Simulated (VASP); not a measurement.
Write the native input for VASP 6.6.1 that does the following.

- Task: single point
- Functional: PBE
- Dispersion: D3(BJ)
- Potentials or basis: VASP PAW PBE potentials, release 64 (B, N)
- Cutoff: 520 eV
- k mesh: 10 × 10 × 3
- Occupations: gaussian, width 0.05 eV
- Spin: no spin polarisation
- Dipole correction: no
- Further INCAR settings: ALGO = Normal; EDIFF = 1e-06; NBANDS = 21

The structure of BN lies in POSCAR:

```
BN
1.0
   -1.2530569071     -2.1703582278      0.0000000000
    1.2530569071     -2.1703582278      0.0000000000
    0.0000000000      0.0000000000     12.8846513545
B N
3 3
Direct
    1.0000000000      1.0000000000      0.3836956052
    0.3333333333      0.3333333333      0.6394172149
    0.6666666667      0.6666666667      0.1279739955
    1.0000000000      1.0000000000      0.6391905779
    0.3333333333      0.3333333333      0.1277473585
    0.6666666667      0.6666666667      0.3834689682
```

One way to write it, as run:

INCAR

```
SYSTEM = BN
  PREC = Accurate
  ENCUT = 520
  EDIFF = 1E-6
  ISMEAR = 0
  SIGMA = 0.05
  LREAL = .FALSE.
  LASPH = .TRUE.
  NELM = 100
  ALGO = Normal
  ISIF = 2
  LWAVE = .FALSE.
  LCHARG = .TRUE.
  GGA = PE
  IVDW = 12
  LELF = .TRUE.
  LVHAR = .TRUE.
  NBANDS = 21
```

KPOINTS

```
Automatic mesh
0
G
  10 10 3
  0 0 0
```

Potentials or basis: VASP PAW PBE potentials, release 64 (B, N).

Command:

```console
$ cat potpaw_PBE.64/B/POTCAR potpaw_PBE.64/N/POTCAR > POTCAR
$ mpirun -np 1 vasp_std > vasp.out
```

Results of the run:

- Pressure: 0.2 GPa
- Largest force: 0.052 eV/Å
- Band gap on the k mesh: 4.40 eV, indirect (least direct gap 4.72 eV)
- Dispersion energy per atom: -0.121 eV

Run time: 41 s on 1 thread of Intel(R) Xeon(R) Platinum 8559C (Emerald Rapids), with other jobs on the host, peak memory 0.2 GiB.
